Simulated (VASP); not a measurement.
Write the native input for VASP 6.6.1 that does the following.

| Property | Result |
| --- | --- |
| Task | single point |
| Functional | PBE |
| Potentials or basis | VASP PAW PBE potentials, release 64 (Zn, Cu) |
| Cutoff | 520 eV |
| k mesh | 8 × 8 × 8 |
| Occupations | fermi-dirac, width 0.1 eV |
| Spin | no spin polarisation |
| Dipole correction | no |
| Further INCAR settings | ALGO = Normal; EDIFF = 1e-07; NBANDS = 18 |

The structure of ZnCu lies in POSCAR:

```
ZnCu
1.0
    2.9837544443      0.0000000000      0.0000000000
    0.0000000000      2.9837544443      0.0000000000
    0.0000000000      0.0000000000      2.9837544443
Zn Cu
1 1
Direct
    0.5000000000      0.5000000000      0.5000000000
    0.0000000000      0.0000000000      0.0000000000
```

One way to write it, as run:

INCAR

```
PREC = Accurate
ENCUT = 520
EDIFF = 1E-7
ISMEAR = -1
SIGMA = 0.1
LREAL = F
LASPH = T
NELM = 80
ALGO = Normal
ISIF = 2
LWAVE = F
LCHARG = F
GGA = PE
NBANDS = 18
```

KPOINTS

```
Automatic mesh
0
Gamma
  8 8 8
```

Potentials or basis: VASP PAW PBE potentials, release 64 (Zn, Cu).

Run with:

```bash
$ cat potpaw_PBE.64/Zn/POTCAR potpaw_PBE.64/Cu/POTCAR > POTCAR
$ mpirun -np 1 vasp_std > vasp.out
```

It gave:

```
Pressure : -1.5 GPa
```

It took 10 s on 1 thread of Intel(R) Xeon(R) Platinum 8259CL CPU @ 2.50GHz (Skylake/Cascade Lake) (shared host), peak memory 0.15 GiB.
